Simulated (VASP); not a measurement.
W:

```
CELL_PARAMETERS angstrom
-1.57500 1.57500 1.57500
1.57500 -1.57500 1.57500
1.57500 1.57500 -1.57500
ATOMIC_POSITIONS crystal
W 0.00000 0.00000 0.00000
```

| Item | Value |
| --- | --- |
| Program | VASP 6.6.1 |
| Task | relaxation of cell and atoms |
| Functional | PBE |
| Potentials or basis | VASP PAW PBE potentials, release 64 (W_sv) |
| Cutoff | 500 eV |
| k mesh | 8 × 8 × 8 |
| Occupations | gaussian, width 0.1 eV |
| Spin | no spin polarisation |

At the start: pressure 11.5 GPa; volume 15.63 Å³/atom.

Q: Where does the relaxation end?

A: Over 4 steps the energy falls by 19.0 meV/atom and the volume is 16.18 Å³/atom (+3.5 %); space group Im-3m (No. 229, to 0.05 Å).

The path:
| step | energy change (eV) | largest force (eV/Å) | pressure (GPa) | volume (Å³) |
| --- | --- | --- | --- | --- |
| 1 | 0.0000 | 0.0000 | 11.47 | 15.63 |
| 2 | 0.1958 | 0.0000 | -29.04 | 18.30 |
| 3 | -0.0190 | 0.0000 | -0.59 | 16.21 |
| 4 | -0.0190 | 0.0000 | -0.03 | 16.18 |

Final structure:
```
CELL_PARAMETERS angstrom
-1.59327 1.59327 1.59327
1.59327 -1.59327 1.59327
1.59327 1.59327 -1.59327
ATOMIC_POSITIONS crystal
W 0.00000 0.00000 0.00000
```
